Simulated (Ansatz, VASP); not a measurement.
## Hf: VASP beside Ansatz

```xyz
1
Lattice="0.0000 2.2347 2.2347 2.2347 0.0000 2.2347 2.2347 2.2347 0.0000" Properties=species:S:1:pos:R:3 pbc="T T T"
Hf    0.0000    0.0000    0.0000
```

Change from the starting cell: volume scaled by 1.02.

Alike in both runs: task single point; functional PBE; k mesh 13 × 13 × 13; occupations fermi-dirac, width 0.03 eV; no spin polarisation.

|  | VASP | Ansatz |
| --- | --- | --- |
| version | VASP 6.6.1 | Ansatz 0.2.0 |
| potentials or method | VASP PAW PBE potentials, release 64 (Hf_pv), cutoff 500 eV | all-electron LAPW, scalar-relativistic |

Ansatz gave:

- pressure (GPa): 1.1

Which values does VASP return?

Pressure (GPa): 0.6.

Ansatz ran all-electron here, and VASP with PAW potentials.

Neither program's run includes spin-orbit coupling.
